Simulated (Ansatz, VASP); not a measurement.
## One calculation of BN, two programs

```
B N
1.0
     2.54340    0.00000    0.00000
    -1.27170    2.20265    0.00000
     0.00000    0.00000    4.20699
B N
2 2
Cartesian
  1.2717 0.7342 0.0007
  0.0000 1.4684 2.1042
  1.2717 0.7342 1.5770
  0.0000 1.4684 3.6805
```

Alike in both runs: functional r2SCAN; k mesh 12 × 12 × 6; occupations fermi-dirac, width 0.02 eV; no spin polarisation.

Ansatz relaxed the structure, and its values are those at the end. VASP's run is a single point on that final structure, the one shown.

|  | VASP | Ansatz |
| --- | --- | --- |
| version | VASP 6.6.1 | Ansatz 0.2.0 |
| potentials or method | VASP PAW PBE potentials, release 64 (B_h, N_h), cutoff 910 eV | PAW plane waves |
| valence electrons in the cell | 16 | 16 |

Ansatz gave:

```
gap on the k mesh at the Fermi level (eV) : 5.75
rms of the force components (eV/Å)        : 0.004
```

Q: Which values does VASP return?

A: gap on the k mesh at the Fermi level (eV): 5.74; rms of the force components (eV/Å): 0.004.

VASP's potentials were made for PBE, not for r2SCAN. The functional is the same, so the differences come from potentials, cutoffs and numerics.

Noted on VASP's run: the cutoff is short for stress, so the pressure is rough.
